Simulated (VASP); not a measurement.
# Rb (Cmcm) in VASP: further runs

Runs on Rb. Level: PBE+D3(BJ). Tasks: single point.

Program: VASP 6.6.1. These are calculated values, not measurements. Logs are shortened: lines on timing, memory, paths and dates and some standing lists are left out, and cuts for length are marked.

**1. The cell of the first run**

The structure is orthorhombic, space group Cmcm (No. 63). The conventional cell has a = 5.349 Å, b = 9.362 Å, c = 7.248 Å, α = 90.00°, β = 90.00°, γ = 90.00°.

**2. Single point, PBE+D3(BJ) (90.75 Å³/atom)**

The input, INCAR:

```
SYSTEM = Rb
PREC = Accurate ; ENCUT = 520
EDIFF = 1E-6 ; ISMEAR = 0
SIGMA = 0.15 ; LREAL = .False.
LASPH = .True. ; NELM = 80
ALGO = Fast ; ISIF = 2
LWAVE = .False. ; LCHARG = .False.
GGA = PE ; IVDW = 12
NBANDS = 16
```

The input, KPOINTS:

```
Automatic mesh
0
Gamma
  12 12 6
  0 0 0
```

The input, POSCAR:

```
Rb
1.0
    2.6746747620     -4.6809345969      0.0000000000
    2.6746747620      4.6809345969      0.0000000000
    0.0000000000      0.0000000000      7.2483356354
Rb
2
Direct
    0.8359965595      0.1640034405      0.7500000000
    0.1640034405      0.8359965595      0.2500000000
```

Potentials or basis: VASP PAW PBE potentials, release 64 (Rb_sv).

The run is started by

```sh
> cat potpaw_PBE.64/Rb_sv/POTCAR > POTCAR
> mpirun -np 1 vasp_std > vasp.out
```

OUTCAR:

```text
SYSTEM = Rb
   PREC = Accurate
   ENCUT = 520
   EDIFF = 1E-6
   ISMEAR = 0
   LREAL = .False.
   LASPH = .True.
   NELM = 80
   ISIF = 2
   GGA = PE
   IVDW = 12
 IVDW          = 12

 ion  position               nearest neighbor table
   1  0.836  0.164  0.750-   2 4.75   2 4.75   2 4.78   2 4.78   2 4.78   2 4.78
   2  0.164  0.836  0.250-   1 4.75   1 4.75   1 4.78   1 4.78   1 4.78   1 4.78

  LATTYP: Found a base centered orthorhombic cell.
 ALAT       =     5.3493495240
 B/A-ratio  =     1.7500948764
 C/A-ratio  =     1.3549938367

  Lattice vectors:

 A1 = (   2.6746747620,  -4.6809345969,   0.0000000000)
 A2 = (   2.6746747620,   4.6809345969,   0.0000000000)
 A3 = (   0.0000000000,   0.0000000000,   7.2483356354)

Analysis of symmetry for initial positions (statically):
=====================================================================
 Subroutine PRICEL returns:
 Original cell was already a primitive cell.

 Routine SETGRP: Setting up the symmetry group for a
 base centered orthorhombic supercell.

 Subroutine GETGRP returns: Found  8 space group operations
 (whereof  4 operations were pure point group operations)
 out of a pool of  8 trial point group operations.

The static configuration has the point symmetry C_2h.
 The point group associated with its full space group is D_2h.

Analysis of symmetry for dynamics (positions and initial velocities):
=====================================================================
 Subroutine PRICEL returns:
 Original cell was already a primitive cell.

 Routine SETGRP: Setting up the symmetry group for a
 base centered orthorhombic supercell.

 Subroutine GETGRP returns: Found  8 space group operations
 (whereof  4 operations were pure point group operations)
 out of a pool of  8 trial point group operations.

The dynamic configuration has the point symmetry C_2h.
 The point group associated with its full space group is D_2h.

 Subroutine INISYM returns: Found  8 space group operations
 (whereof  4 operations are pure point group operations),
 and found     1 'primitive' translations

----------------------------------------------------------------------------------------

                                     Primitive cell

  volume of cell :     181.4980

  direct lattice vectors                    reciprocal lattice vectors
     2.674674762 -4.680934597  0.000000000     0.186938617 -0.106816276  0.000000000
     2.674674762  4.680934597  0.000000000     0.186938617  0.106816276  0.000000000
     0.000000000  0.000000000  7.248335635     0.000000000  0.000000000  0.137962706

  length of vectors
     5.391199661  5.391199661  7.248335635     0.215303886  0.215303886  0.137962706

  position of ions in fractional coordinates (direct lattice)
     0.835996560  0.164003440  0.750000000
     0.164003440  0.835996560  0.250000000

  ion indices of the primitive-cell ions
   primitive index   ion index
                 1           1
                 2           2

----------------------------------------------------------------------------------------

 KPOINTS: Automatic mesh

Automatic generation of k-mesh.
 Grid dimensions read from file:
 generate k-points for:   12   12    6

 Generating k-lattice:

  Cartesian coordinates                     Fractional coordinates (reciprocal lattice)
     0.015578218 -0.008901356  0.000000000     0.083333333  0.000000000  0.000000000
     0.015578218  0.008901356  0.000000000     0.000000000  0.083333333  0.000000000
     0.000000000  0.000000000  0.022993784     0.000000000  0.000000000  0.166666667

  Length of vectors
     0.017941990  0.017941990  0.022993784

  Shift w.r.t. Gamma in fractional coordinates (k-lattice)
     0.000000000  0.000000000  0.000000000

 Subroutine IBZKPT returns following result:
 ===========================================

 Found    172 irreducible k-points:

 Following reciprocal coordinates:
            Coordinates               Weight
  0.000000  0.000000  0.000000      1.000000
  0.083333  0.000000  0.000000      4.000000
  0.166667  0.000000  0.000000      4.000000
  0.250000  0.000000  0.000000      4.000000
  0.333333  0.000000  0.000000      4.000000
  0.416667  0.000000  0.000000      4.000000
[... 16 lines left out ...]
  0.500000  0.166667  0.000000      4.000000
 -0.416667  0.166667  0.000000      4.000000
 [... further k-points ...]
   k-points           NKPTS =    172   k-points in BZ     NKDIM =    172   number of bands    NBANDS=     16
   number of dos      NEDOS =    301   number of ions     NIONS =      2
   total plane-waves  NPLWV =  86400
   dimension x,y,z NGX =    40 NGY =   40 NGZ =   54
   dimension x,y,z NGXF=    80 NGYF=   80 NGZF=  108
   ions per type =               2
   NGX,Y,Z   is equivalent  to a cutoff of  12.33, 12.33, 12.39 a.u.
   NGXF,Y,Z  is equivalent  to a cutoff of  24.67, 24.67, 24.77 a.u.
 SYSTEM =  Rb
   PREC   = accura    normal or accurate (medium, high low for compatibility)
   ISTART =      0    job   : 0-new  1-cont  2-samecut
   ICHARG =      2    charge: 1-file 2-atom 10-const
   ISPIN  =      1    spin polarized calculation?
   LNONCOLLINEAR =      F non collinear calculations
   LSORBIT =      F    spin-orbit coupling
   LASPH  =      T    aspherical Exc in radial PAW
   ENCUT  =  520.0 eV  38.22 Ry    6.18 a.u.  10.02 10.02 13.48*2*pi/ulx,y,z
   NELM   =     80;   NELMIN=  2; NELMDL= -5     # of ELM steps
   EDIFF  = 0.1E-05   stopping-criterion for ELM
   LREAL  =      F    real-space projection
   EDIFFG = 0.1E-04   stopping-criterion for IOM
   NSW    =      0    number of steps for IOM
   IBRION =     -1    ionic relax: 0-MD 1-quasi-New 2-CG
   NFREE  =      0    steps in history (QN), initial steepest desc. (CG)
   ISIF   =      2    stress and relaxation
   ISYM   =      2    0-nonsym 1-usesym 2-fastsym
   POTIM  = 0.5000    time-step for ionic-motion
   TEBEG  =    0.0;   TEEND  =   0.0 temperature during run
   PSTRESS=    0.0 pullay stress
   NELECT =      18.0000    total number of electrons
   NUPDOWN=      -1.0000    fix difference up-down
   EMIN   =  10.00;   EMAX   =-10.00  energy-range for DOS
   EFERMI =   0.00;   METHOD = LEGACY
   ISMEAR =     0;   SIGMA  =   0.15  broadening in eV -4-tet -1-fermi 0-gaus
   EFERMI_NEDOS =   21; number of points for ismear=-14 and -15
   IALGO  =     68    algorithm
   IMIX   =      4    mixing-type and parameters
     AMIX     =   0.40;   BMIX     =  1.00
     AMIX_MAG =   1.60;   BMIX_MAG =  1.00
  volume/ion in A,a.u.               =      90.75       612.40
  Fermi-wavevector in a.u.,A,eV,Ry     =   0.757778  1.431992  7.812830  0.574227
  Thomas-Fermi vector in A             =   1.856200
   LORBIT       =      0    0 simple, 1 ext, 2 COOP (PROOUT), +10 PAW based schemes
   GGA     = PE    functional components
   LHFCALC =     F    Hartree Fock is set to
   AEXX    =    0.0000 exact exchange contribution
   IVDW    =    12    specifies the selected vdW correction
   LEPSILON=     F    determine dielectric tensor
   LRPA    =     F    only Hartree local field effects (RPA)
 non-spin polarized calculation
 RMM-DIIS sequential band-by-band and
 Gauss-broadening in eV      SIGMA  =   0.15
  energy-cutoff  :      520.00
  volume of cell :      181.50
 maximum number of plane-waves:      4912
   NGX = 21   NGY = 21   NGZ = 27

 number of electron      18.0000000 magnetization

 Free energy of the ion-electron system (eV)
  ---------------------------------------------------
  ext. energy  EPLUGINS =         0.00000000
  ---------------------------------------------------
  free energy    TOTEN  =        -1.84551187 eV

  energy without entropy =       -1.82697563  energy(sigma->0) =       -1.83624375

 E-fermi :   0.0280     XC(G=0):  -5.4671

 val. band max:        0.0250477306   @ k =   0.4167   0.0833   0.3333
 cond. band min:       0.0659827004   @ k =   0.4167   0.4167   0.1667
 fundamental gap:      0.0409349698
 Fermi energy:         0.0280034793

 k-point     1 :       0.0000    0.0000    0.0000
  band No.  band energies     occupation
      1     -28.8982      2.00000
      2     -28.8898      2.00000
      3     -13.0651      2.00000
      4     -12.9765      2.00000
      5     -12.9729      2.00000
      6     -12.9413      2.00000
[... 8 lines left out ...]
     15       3.7418      0.00000
     16       3.8641      0.00000

 k-point     2 :       0.0833    0.0000    0.0000
  band No.  band energies     occupation
      1     -28.8980      2.00000
      2     -28.8898      2.00000
      3     -13.0628      2.00000
      4     -12.9780      2.00000
      5     -12.9750      2.00000
      6     -12.9440      2.00000
[... 8 lines left out ...]
     15       3.7316      0.00000
     16       3.7662      0.00000

 k-point     3 :       0.1667    0.0000    0.0000
  band No.  band energies     occupation
      1     -28.8974      2.00000
      2     -28.8900      2.00000
      3     -13.0560      2.00000
      4     -12.9831      2.00000
      5     -12.9798      2.00000
      6     -12.9516      2.00000
[... 8 lines left out ...]
     15       3.4623      0.00000
     16       3.5592      0.00000

 k-point     4 :       0.2500    0.0000    0.0000
  band No.  band energies     occupation
      1     -28.8966      2.00000
      2     -28.8903      2.00000
      3     -13.0456      2.00000
      4     -12.9917      2.00000
      5     -12.9847      2.00000
      6     -12.9616      2.00000
[... 8 lines left out ...]
     15       3.3476      0.00000
     16       3.3693      0.00000
[... 324 lines left out ...]
 k-point    22 :       0.4167    0.1667    0.0000
  band No.  band energies     occupation
      1     -28.8940      2.00000
      2     -28.8918      2.00000
      3     -13.0120      2.00000
      4     -13.0096      2.00000
      5     -12.9915      2.00000
      6     -12.9801      2.00000
[... 8 lines left out ...]
     15       2.9803      0.00000
     16       3.2325      0.00000

 k-point    23 :       0.5000    0.1667    0.0000
  band No.  band energies     occupation
      1     -28.8944      2.00000
      2     -28.8916      2.00000
      3     -13.0153      2.00000
      4     -13.0090      2.00000
      5     -12.9926      2.00000
      6     -12.9764      2.00000
[... 8 lines left out ...]
     15       2.8389      0.00000
     16       3.5457      0.00000

 k-point    24 :      -0.4167    0.1667    0.0000
  band No.  band energies     occupation
      1     -28.8953      2.00000
      2     -28.8911      2.00000
      3     -13.0271      2.00000
      4     -13.0016      2.00000
      5     -12.9931      2.00000
      6     -12.9693      2.00000
[... 8 lines left out ...]
     15       2.9269      0.00000
     16       3.7788      0.00000

 [... further k-points ...]

------------------------ aborting loop because EDIFF is reached ----------------------------------------

 Edisp (eV)   -0.20220

 E8    (eV) :    -0.1157

  FORCE on cell =-STRESS in cart. coord.  units (eV):
  Direction    XX          YY          ZZ          XY          YZ          ZX
  --------------------------------------------------------------------------------------
  -------------------------------------------------------------------------------------
  Total      -0.31740    -0.30221     0.26332     0.00000     0.00000     0.00000
  in kB      -2.80184    -2.66774     2.32447     0.00000     0.00000     0.00000
  external pressure =       -1.05 kB  Pullay stress =        0.00 kB

 VOLUME and BASIS-vectors are now :
 -----------------------------------------------------------------------------
  energy-cutoff  :      520.00
  volume of cell :      181.50
      direct lattice vectors                 reciprocal lattice vectors
     2.674674762 -4.680934597  0.000000000     0.186938617 -0.106816276  0.000000000
     2.674674762  4.680934597  0.000000000     0.186938617  0.106816276  0.000000000
     0.000000000  0.000000000  7.248335635     0.000000000  0.000000000  0.137962706

 POSITION                                       TOTAL-FORCE (eV/Angst)
 -----------------------------------------------------------------------------------
      2.67467     -3.14556      5.43625         0.000000      0.002093      0.000000
      2.67467      3.14556      1.81208         0.000000     -0.002093      0.000000
 -----------------------------------------------------------------------------------
    total drift:                               -0.000000     -0.000000      0.000000

  FREE ENERGIE OF THE ION-ELECTRON SYSTEM (eV)
  ---------------------------------------------------
  free  energy   TOTEN  =        -2.0477116060 eV

  energy  without entropy=       -2.0291753603  energy(sigma->0) =       -2.03844348
```

Run time: 4 min. Hardware: 1 thread of Intel Xeon 6975P-C (Granite Rapids), shared host; peak memory 0.56 GiB.

What came out:

* Free energy: -2.0477 eV
* Pressure: -0.1 GPa
* Band gap on the k mesh: zero (bands 9 and 10 overlap by 2.08 eV)
* Dispersion energy per atom: -0.101 eV

Forces on the atoms (eV/Å):
```
Rb   0.000  0.002  0.000
Rb   0.000 -0.002  0.000
```

**3. Single point, PBE+D3(BJ) (90.75 Å³/atom)**

The input, INCAR:

```
ALGO     = Fast           # electronic algorithm
EDIFF    = 1E-7           # SCF threshold, eV
ENCUT    = 520            # plane-wave cutoff, eV
GGA      = PE             # functional
ISIF     = 2              # what is computed and relaxed
ISMEAR   = 0              # smearing method
IVDW     = 12             # dispersion correction
LASPH    = True           # aspherical terms in the spheres
LCHARG   = True           # write CHGCAR
LELF     = True           # ELF
LREAL    = False          # projectors in reciprocal space
LVHAR    = True         
LWAVE    = False          # write WAVECAR
NBANDS   = 16             # bands
NELM     = 100            # most SCF steps
PREC     = Accurate       # precision mode
SIGMA    = 0.15           # smearing width, eV
```

The input, KPOINTS:

```
k-points
0
Gamma
  12 12 6
```

The input, POSCAR:

```
Rb
1.0
    2.4668755212     -4.3172662103      0.0000000000
    2.4668755212      4.3172662103      0.0000000000
    0.0000000000      0.0000000000      8.5209061843
Rb
2
Direct
    0.8359965595      0.1640034405      0.7500000000
    0.1640034405      0.8359965595      0.2500000000
```

Potentials or basis: VASP PAW PBE potentials, release 64 (Rb_sv).

The run is started by

```sh
> cat potpaw_PBE.64/Rb_sv/POTCAR > POTCAR
> mpirun -np 1 vasp_std > vasp.out
```

Wall time 5.4 min (1 thread of Intel Xeon 6975P-C (Granite Rapids), shared host); peak memory 0.59 GiB.

Results (log left out):

* Free energy: -2.0838 eV
* Pressure: -0.2 GPa
* Band gap on the k mesh: zero (bands 9 and 10 overlap by 2.45 eV)
* Dispersion energy per atom: -0.102 eV

Stress tensor (GPa, compression positive):
```
-0.07  0.00  0.00
 0.00 -0.08  0.00
 0.00  0.00 -0.30
```

Levels at points of the mesh, in eV from the Fermi level:
| k point | band 7 | band 8 | band 9 | band 10 | band 11 | band 12 |
| --- | --- | --- | --- | --- | --- | --- |
| (0.00, 0.00, 0.00) | -12.93 | -12.93 | -1.97 | 0.01 | 0.53 | 3.34 |
| (0.50, 0.00, 0.00) | -12.95 | -12.95 | 0.12 | 0.39 | 1.26 | 1.57 |
| (0.50, 0.50, 0.00) | -12.95 | -12.95 | 0.10 | 0.35 | 1.27 | 1.59 |
| (0.00, 0.00, 0.50) | -12.94 | -12.94 | -1.34 | -1.34 | 2.14 | 2.14 |
| (0.50, 0.00, 0.50) | -12.96 | -12.96 | 0.45 | 0.45 | 0.95 | 0.95 |
| (0.50, 0.50, 0.50) | -12.96 | -12.96 | 0.42 | 0.42 | 0.93 | 0.93 |

The gap in the log of VASP goes by the Fermi energy; the results here count the filled bands.